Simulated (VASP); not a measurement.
# Fe: single point with PBE

The system is Fe.

```
CELL_PARAMETERS angstrom
2.27242 0.00000 0.00000
0.00000 2.27242 0.00000
0.00000 0.00000 2.27242
ATOMIC_POSITIONS crystal
Fe 0.00000 0.00000 0.00000
```

This cell differs from its parent crystal: volume scaled by 0.88.

```
Program             : VASP 6.6.1
Task                : single point
Functional          : PBE
Potentials or basis : VASP PAW PBE potentials, release 64 (Fe)
Cutoff              : 520 eV
k mesh              : 15 × 15 × 15
Occupations         : fermi-dirac, width 0.05 eV
Spin                : collinear spin, ferromagnetic start
Starting moments    : [2.367] μB
```

```json
{
  "Pressure": "20.9 GPa",
  "Net moment": "2.18 μB per cell",
  "Site moments": "Fe +2.16 μB",
  "Valence electrons inside the program's atomic spheres": "Fe 7.41"
}
```

Levels at points of the mesh, in eV from the Fermi level:
Spin up:
```csv
k point,band 2,band 3,band 4,band 5,band 6,band 7,band 8,band 9
"(0.00, 0.00, 0.00)",-4.30,-4.30,-0.23,-0.23,-0.23,20.32,20.32,20.32
```
Spin down:
```csv
k point,band 1,band 2,band 3,band 4,band 5,band 6
"(0.00, 0.00, 0.00)",-8.13,-3.00,-3.00,2.63,2.63,2.63
```

Wall time 81 s on 1 thread of AMD EPYC 7R13, with other jobs on the host, peak memory 0.11 GiB.
